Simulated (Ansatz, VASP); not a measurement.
One calculation of Co, two programs

```
Co
1.0
     2.48736    0.00000    0.00000
    -1.24368    2.15412    0.00000
     0.00000    0.00000    4.06329
Co
2
Cartesian
  1.2437 0.7180 1.0559
  0.0000 1.4361 3.0074
```

Alike in both runs: task single point; functional PBEsol; k mesh 14 × 14 × 8; occupations methfessel-paxton of order 1, width 0.3 eV; collinear spin.

|  | VASP | Ansatz |
| --- | --- | --- |
| version | VASP 6.6.1 | Ansatz 0.2.0 |
| potentials or method | VASP PAW PBE potentials, release 64 (Co), cutoff 520 eV | plane waves, PAW |
| valence electrons in the cell | 18 | 34 |

VASP gave:

- pressure (GPa): -17.7
- traceless stress, the component that is largest in VASP (GPa): -0.98
- rms of the force components (eV/Å): 0.307
- net moment per atom (μB): 0.00
- size of the moment on the site where the two differ most (μB): 0.83

**Question.** Which values does Ansatz return?

**Answer.** Pressure (GPa): -9.8; traceless stress, the component that is largest in VASP (GPa): -1.37; rms of the force components (eV/Å): 0.254; net moment per atom (μB): 1.61; size of the moment on the site where the two differ most (μB): 1.68.

The net moments are unlike, so the other rows may belong to different states. VASP's potentials were made for PBE, not for PBEsol. Site moments also hang on the region over which each program counts them. Atom by atom the forces differ by 0.053 eV/Å (rms over components). VASP's potentials hold 18 valence electrons a cell and Ansatz's 34, so a difference there can come from the potentials and not from the codes. Ansatz's warnings: seeded moment not kept, stability check not made.
